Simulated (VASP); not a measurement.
SiNi, 16 atoms in the cell. The typed cell holds 16 atoms: a = 6.565 Å, b = 6.565 Å, c = 6.565 Å, α = 60.00°, β = 60.00°, γ = 60.00°. 

* Program: VASP 6.6.1
* Task: molecular dynamics
* Functional: PBE
* Potentials or basis: VASP PAW PBE potentials, release 64 (Si, Ni)
* Cutoff: 520 eV
* k mesh: 2 × 2 × 2
* Occupations: fermi-dirac, width 0.3 eV
* Spin: no spin polarisation
* Dipole correction: no
* Further INCAR settings: LREAL = Auto; ALGO = Normal; EDIFF = 1e-05; NBANDS = 70; ISYM = 0; IBRION = 0; POTIM = 3.0; NSW = 40

Potentials or basis: VASP PAW PBE potentials, release 64 (Si, Ni).

The run is started by

```bash
$ cat potpaw_PBE.64/Si/POTCAR potpaw_PBE.64/Ni/POTCAR > POTCAR
$ mpirun -np 1 vasp_std > vasp.out
```

Hardware: 1 thread of Intel(R) Xeon(R) 6975P-C (Granite Rapids) (shared host).

Problem. How long does it take, and how much memory?

Solution. It took 79 min on 1 thread of Intel(R) Xeon(R) 6975P-C (Granite Rapids), on a shared host, peak memory 0.5 GiB. Counts: scf iterations 434, k points 8, ion steps 40.
